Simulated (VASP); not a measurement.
# LaH3O3 (P2_1/m) in VASP: notebook

Aim: see how the results for LaH3O3 move with the level of theory and the settings. Levels: r2SCAN, PBEsol. Tasks: electric field gradients.

Everything below comes from runs of VASP 6.6.1. Logs are shortened: lines on timing, memory, paths and dates and some standing lists are left out, and cuts for length are marked.

## Step 1: The cell of the first run

Symmetry: P2_1/m, No. 11, monoclinic system. Conventional cell: a = 6.617 Å, b = 3.832 Å, c = 6.665 Å, α = 90.00°, β = 119.33°, γ = 90.00°. Within 3.4 Å of La (site symmetry m) lie 9 O at 2.56 to 2.64 Å and 12 H at 2.88 to 3.39 Å. H (site symmetry m) has 1 O at 0.97 Å within 1.3 Å. Within 1.3 Å of H (site symmetry m) lie 1 O at 0.97 Å. Within 1.3 Å of H (site symmetry m) lie 1 O at 0.98 Å. Within 1.3 Å of O (site symmetry m) lie 1 H at 0.97 Å. Within 1.3 Å of O (site symmetry m) lie 1 H at 0.97 Å. O (site symmetry m) has 1 H at 0.98 Å within 1.3 Å.

## Step 2: Electric field gradients, r2SCAN

File POSCAR:

```
LaH3O3
1.0
    6.6168440000      0.0000000000      0.0000000000
    0.0000000000      3.8322320000      0.0000000000
   -3.2648680000      0.0000000000      5.8101830000
La H O
2 6 6
Direct
    0.1635890000      0.7500000000      0.8300110000
    0.8364110000      0.2500000000      0.1699890000
    0.6354670000      0.7500000000      0.3513550000
    0.6399060000      0.7500000000      0.8014510000
    0.2160550000      0.7500000000      0.3561090000
    0.3645330000      0.2500000000      0.6486450000
    0.3600940000      0.2500000000      0.1985490000
    0.7839450000      0.2500000000      0.6438910000
    0.5858280000      0.7500000000      0.1874770000
    0.8067310000      0.7500000000      0.9015280000
    0.1052010000      0.7500000000      0.4127210000
    0.4141720000      0.2500000000      0.8125230000
    0.1932690000      0.2500000000      0.0984720000
    0.8947990000      0.2500000000      0.5872790000
```

File INCAR.step1:

```
ALGO     = Normal         # electronic algorithm
EDIFF    = 1E-4           # SCF threshold, eV
ENCUT    = 520            # plane-wave cutoff, eV
GGA      = PE             # functional
ISMEAR   = -1             # smearing method
LASPH    = T              # aspherical terms in the spheres
LCHARG   = F              # write CHGCAR
LREAL    = F              # projectors in reciprocal space
LWAVE    = T              # write WAVECAR
NBANDS   = 45             # bands
NELM     = 100            # most SCF steps
PREC     = Accurate       # precision mode
SIGMA    = 0.02           # smearing width, eV
```

File INCAR.step2:

```
ALGO     = Normal         # electronic algorithm
EDIFF    = 1E-8           # SCF threshold, eV
ENCUT    = 520            # plane-wave cutoff, eV
ISIF     = 2              # what is computed and relaxed
ISMEAR   = -1             # smearing method
ISTART   = 1            
LASPH    = T              # aspherical terms in the spheres
LCHARG   = F              # write CHGCAR
LEFG     = T            
LMIXTAU  = T            
LREAL    = F              # projectors in reciprocal space
LWAVE    = F              # write WAVECAR
METAGGA  = R2SCAN         # meta-GGA
NBANDS   = 45             # bands
NELM     = 100            # most SCF steps
PREC     = Accurate       # precision mode
SIGMA    = 0.02           # smearing width, eV
```

File KPOINTS:

```
k-points
0
Gamma
  4 6 4
```

Potentials or basis: VASP PAW PBE potentials, release 64 (La, H, O).

The run is started by

```console
cat potpaw_PBE.64/La/POTCAR potpaw_PBE.64/H/POTCAR potpaw_PBE.64/O/POTCAR > POTCAR
cp INCAR.step1 INCAR
mpirun -np 1 vasp_std > vasp.out
cp INCAR.step2 INCAR
mpirun -np 1 vasp_std > vasp.out
```

OUTCAR:

```text
EDIFF = 1E-8
   ENCUT = 520
   ISIF = 2
   ISMEAR = -1
   ISTART = 1
   LASPH = T
   LREAL = F
   METAGGA = R2SCAN
   NELM = 100
   PREC = Accurate

 ion  position               nearest neighbor table
   1  0.164  0.750  0.830-  13 2.56  13 2.56  12 2.57  12 2.57  14 2.58  14 2.58  11 2.61  10 2.63
                             9 2.64
   2  0.836  0.250  0.170-  10 2.56  10 2.56   9 2.57   9 2.57  11 2.58  11 2.58  14 2.61  13 2.63
                            12 2.64
   3  0.635  0.750  0.351-   9 0.97
   4  0.640  0.750  0.801-  10 0.97
   5  0.216  0.750  0.356-  11 0.98
   6  0.365  0.250  0.649-  12 0.97
   7  0.360  0.250  0.199-  13 0.97
   8  0.784  0.250  0.644-  14 0.98
   9  0.586  0.750  0.187-   3 0.97   2 2.57   2 2.57   1 2.64
  10  0.807  0.750  0.902-   4 0.97   2 2.56   2 2.56   1 2.63
  11  0.105  0.750  0.413-   5 0.98   2 2.58   2 2.58   1 2.61
  12  0.414  0.250  0.813-   6 0.97   1 2.57   1 2.57   2 2.64
  13  0.193  0.250  0.098-   7 0.97   1 2.56   1 2.56   2 2.63
  14  0.895  0.250  0.587-   8 0.98   1 2.58   1 2.58   2 2.61

  LATTYP: Found a simple monoclinic cell.
 ALAT       =     6.6168440000
 B/A-ratio  =     0.5791631176
 C/A-ratio  =     1.0072252339
 COS(beta)  =    -0.4898782232

  Lattice vectors:

 A1 = (   6.6168440000,   0.0000000000,   0.0000000000)
 A2 = (   0.0000000000,   3.8322320000,   0.0000000000)
 A3 = (  -3.2648680000,   0.0000000000,   5.8101830000)

Analysis of symmetry for initial positions (statically):
=====================================================================
 Subroutine PRICEL returns:
 Original cell was already a primitive cell.

 Routine SETGRP: Setting up the symmetry group for a
 simple monoclinic supercell.

 Subroutine GETGRP returns: Found  4 space group operations
 (whereof  2 operations were pure point group operations)
 out of a pool of  4 trial point group operations.

The static configuration has the point symmetry S_2 .
 The point group associated with its full space group is C_2h.

Analysis of symmetry for dynamics (positions and initial velocities):
=====================================================================
 Subroutine PRICEL returns:
 Original cell was already a primitive cell.

 Routine SETGRP: Setting up the symmetry group for a
 simple monoclinic supercell.

 Subroutine GETGRP returns: Found  4 space group operations
 (whereof  2 operations were pure point group operations)
 out of a pool of  4 trial point group operations.

The dynamic configuration has the point symmetry S_2 .
 The point group associated with its full space group is C_2h.

 Subroutine INISYM returns: Found  4 space group operations
 (whereof  2 operations are pure point group operations),
 and found     1 'primitive' translations

----------------------------------------------------------------------------------------

                                     Primitive cell

  volume of cell :     147.3304

  direct lattice vectors                    reciprocal lattice vectors
     6.616844000  0.000000000  0.000000000     0.151129451  0.000000000  0.084922920
     0.000000000  3.832232000  0.000000000     0.000000000  0.260944536  0.000000000
    -3.264868000  0.000000000  5.810183000     0.000000000  0.000000000  0.172111619

  length of vectors
     6.616844000  3.832232000  6.664652245     0.173355165  0.260944536  0.172111619

  position of ions in fractional coordinates (direct lattice)
     0.163589000  0.750000000  0.830011000
     0.836411000  0.250000000  0.169989000
     0.635467000  0.750000000  0.351355000
     0.639906000  0.750000000  0.801451000
     0.216055000  0.750000000  0.356109000
     0.364533000  0.250000000  0.648645000
     0.360094000  0.250000000  0.198549000
     0.783945000  0.250000000  0.643891000
     0.585828000  0.750000000  0.187477000
     0.806731000  0.750000000  0.901528000
     0.105201000  0.750000000  0.412721000
     0.414172000  0.250000000  0.812523000
     0.193269000  0.250000000  0.098472000
     0.894799000  0.250000000  0.587279000

  ion indices of the primitive-cell ions
   primitive index   ion index
                 1           1
                 2           2
[... 107 lines left out ...]
  Thomas-Fermi vector in A             =   2.374320
   LORBIT       =      0    0 simple, 1 ext, 2 COOP (PROOUT), +10 PAW based schemes
   METAGGA = R2SCAN    functional components
   LHFCALC =     F    Hartree Fock is set to
   AEXX    =    0.0000 exact exchange contribution
   IVDW    =     0    specifies the selected vdW correction
   LEPSILON=     F    determine dielectric tensor
   LRPA    =     F    only Hartree local field effects (RPA)
 non-spin polarized calculation
  energy-cutoff  :      520.00
  volume of cell :      147.33
 maximum number of plane-waves:      3990
 NGX is ok and might be reduce to    50
   NGX = 25   NGY = 15   NGZ = 25

 number of electron      64.0000026 magnetization

 Free energy of the ion-electron system (eV)
  ---------------------------------------------------
  ext. energy  EPLUGINS =         0.00000000
  ---------------------------------------------------
  free energy    TOTEN  =      -145.29302710 eV

  energy without entropy =     -145.29302710  energy(sigma->0) =     -145.29302710

 E-fermi :   2.8203     XC(G=0): -10.0813

 val. band max:        2.3329238370   @ k =   0.0000   0.0000   0.0000
 cond. band min:       6.6841929452   @ k =   0.0000   0.0000   0.0000
 fundamental gap:      4.3512691082
 Fermi energy:         2.8203373396

 k-point     1 :       0.0000    0.0000    0.0000
  band No.  band energies     occupation
      1     -28.3561      2.00000
      2     -28.2765      2.00000
      3     -16.5652      2.00000
      4     -16.4712      2.00000
      5     -16.4089      2.00000
      6     -16.3855      2.00000
[... 1117 lines left out ...]
     43       8.2769      0.00000
     44       8.2888      0.00000

 [... further k-points ...]

 [bands above 44 left out]

------------------------ aborting loop because EDIFF is reached ----------------------------------------

  FORCE on cell =-STRESS in cart. coord.  units (eV):
  Direction    XX          YY          ZZ          XY          YZ          ZX
  --------------------------------------------------------------------------------------
  -------------------------------------------------------------------------------------
  Total       -2.6717939     -1.7950303     -2.6859354      0.0000000      0.0000000     -0.0858217
  in kB      -29.0550107    -19.5204517    -29.2087955      0.0000000      0.0000000     -0.9332867
  external PRESSURE =     -25.9280859 kB  Pullay stress =       0.0000000 kB

 VOLUME and BASIS-vectors are now :
 -----------------------------------------------------------------------------
  energy-cutoff  :      520.00
  volume of cell :      147.33
      direct lattice vectors                 reciprocal lattice vectors
     6.616844000  0.000000000  0.000000000     0.151129451  0.000000000  0.084922920
     0.000000000  3.832232000  0.000000000     0.000000000  0.260944536  0.000000000
    -3.264868000  0.000000000  5.810183000     0.000000000  0.000000000  0.172111619

 POSITION                                       TOTAL-FORCE (eV/Angst)
 -----------------------------------------------------------------------------------
     -1.62743      2.87417      4.82252        -0.003263     -0.000000      0.029417
      4.97941      0.95806      0.98767         0.003263      0.000000     -0.029417
      3.05766      2.87417      2.04144        -0.015609      0.000000     -0.310902
      1.61753      2.87417      4.65658         0.204203      0.000000     -0.014474
      0.26695      2.87417      2.06906        -0.318779      0.000000      0.200510
      0.29432      0.95806      3.76875         0.015609      0.000000      0.310902
      1.73445      0.95806      1.15361        -0.204203     -0.000000      0.014474
      3.08502      0.95806      3.74112         0.318779      0.000000     -0.200510
      3.26424      2.87417      1.08928        -0.138872      0.000000      0.351688
      2.39464      2.87417      5.23804         0.111700      0.000000     -0.112921
     -0.65138      2.87417      2.39798         0.341120      0.000000     -0.023489
      0.08773      0.95806      4.72091         0.138872     -0.000000     -0.351688
      0.95733      0.95806      0.57214        -0.111700      0.000000      0.112921
      4.00336      0.95806      3.41220        -0.341120      0.000000      0.023489
 -----------------------------------------------------------------------------------
    total drift:                                0.000000      0.000000     -0.000000

  FREE ENERGIE OF THE ION-ELECTRON SYSTEM (eV)
  ---------------------------------------------------
  free  energy   TOTEN  =      -145.2930271002 eV

  energy  without entropy=     -145.2930271002  energy(sigma->0) =     -145.29302710

 Electric field gradients (V/A^2)
---------------------------------------------------------------------
 ion       V_xx      V_yy      V_zz      V_xy      V_xz      V_yz
---------------------------------------------------------------------
   1      56.910  -101.999    45.089    -0.000     1.669    -0.000
   2      56.910  -101.999    45.089     0.000     1.669     0.000
   3     -17.905   -21.414    39.319    -0.000   -13.765    -0.000
   4      19.472   -21.921     2.449    -0.000    31.162    -0.000
   5      35.292   -21.270   -14.021     0.000   -19.432     0.000
   6     -17.905   -21.414    39.319    -0.000   -13.765    -0.000
   7      19.472   -21.921     2.449    -0.000    31.162    -0.000
   8      35.292   -21.270   -14.021    -0.000   -19.432    -0.000
   9     -52.154   -66.381   118.535    -0.000   -44.912    -0.000
  10      53.376   -65.449    12.072    -0.000    91.665    -0.000
  11     111.239   -67.241   -43.998     0.000   -56.062     0.000
  12     -52.154   -66.381   118.535    -0.000   -44.912     0.000
  13      53.376   -65.449    12.072     0.000    91.665     0.000
  14     111.239   -67.241   -43.998    -0.000   -56.062    -0.000
---------------------------------------------------------------------

 Electric field gradients after diagonalization (V/A^2)
 (convention: |V_zz| > |V_xx| > |V_yy|)
----------------------------------------------------------------------
 ion       V_xx      V_yy      V_zz     asymmetry (V_yy - V_xx)/ V_zz
----------------------------------------------------------------------
   1      57.141    44.858  -101.999       0.120
   2      57.141    44.858  -101.999       0.120
   3     -21.414   -21.044    42.458       0.009
   4     -21.921   -21.343    43.264       0.013
   5     -21.270   -20.758    42.029       0.012
   6     -21.414   -21.044    42.458       0.009
   7     -21.921   -21.343    43.264       0.013
   8     -21.270   -20.758    42.029       0.012
   9     -66.381   -63.250   129.631       0.024
  10     -65.449   -61.239   126.687       0.033
  11     -67.241   -62.127   129.368       0.040
  12     -66.381   -63.250   129.631       0.024
  13     -65.449   -61.239   126.687       0.033
  14     -67.241   -62.127   129.368       0.040
----------------------------------------------------------------------

           NMR quadrupolar parameters

 Cq : quadrupolar parameter    Cq=e*Q*V_zz/h
 eta: asymmetry parameters     (V_yy - V_xx)/ V_zz
 Q  : nuclear electric quadrupole moment in mb (millibarn)
----------------------------------------------------------------------
 ion       Cq(MHz)       eta       Q (mb)
----------------------------------------------------------------------
   1      -0.247       0.120       1.000
   2      -0.247       0.120       1.000
   3       0.103       0.009       1.000
   4       0.105       0.013       1.000
   5       0.102       0.012       1.000
   6       0.103       0.009       1.000
   7       0.105       0.013       1.000
   8       0.102       0.012       1.000
   9       0.313       0.024       1.000
  10       0.306       0.033       1.000
  11       0.313       0.040       1.000
  12       0.313       0.024       1.000
  13       0.306       0.033       1.000
  14       0.313       0.040       1.000
----------------------------------------------------------------------
```

It took 35 min on 1 thread of AMD EPYC 9R14 (Zen 4), shared host; peak memory 0.42 GiB.

Results:

```yaml
Free_energy: -145.2930 eV
Pressure: -2.6 GPa
Largest_force: 0.378 eV/Å
Band_gap_on_the_k_mesh: 4.35 eV
Largest_electric_field_gradient_by_atom: La -102.0; H +42.5, +43.3, +42.0 (each value once); O +129.6, +126.7, +129.4 (each value once) V/Å²
```

Forces in eV/Å, atoms in the order of the input:
```
La  -0.003  0.000  0.029
La   0.003  0.000 -0.029
H   -0.016  0.000 -0.311
H    0.204  0.000 -0.014
H   -0.319  0.000  0.201
H    0.016  0.000  0.311
H   -0.204  0.000  0.014
H    0.319  0.000 -0.201
O   -0.139  0.000  0.352
O    0.112  0.000 -0.113
O    0.341  0.000 -0.023
O    0.139  0.000 -0.352
O   -0.112  0.000  0.113
O   -0.341  0.000  0.023
```

Electric field gradients, principal values (V/Å²):
```tsv
atom	least	middle	greatest (by size)
1 La	44.858	57.141	-101.999
2 La	44.858	57.141	-101.999
3 H	-21.044	-21.414	42.458
4 H	-21.343	-21.921	43.264
5 H	-20.758	-21.270	42.029
6 H	-21.044	-21.414	42.458
7 H	-21.343	-21.921	43.264
8 H	-20.758	-21.270	42.029
9 O	-63.250	-66.381	129.631
10 O	-61.239	-65.449	126.687
11 O	-62.127	-67.241	129.368
12 O	-63.250	-66.381	129.631
13 O	-61.239	-65.449	126.687
14 O	-62.127	-67.241	129.368
```

Caveat: without QUAD_EFG the Cq values of the log hold for a quadrupole moment of 1 mb, not for the nuclei; the PAW data sets were made with another functional, which shifts forces and pressure a little; spin-orbit coupling is left out, which moves the levels of the heavy elements.

(Continued in part 2 of 2.)
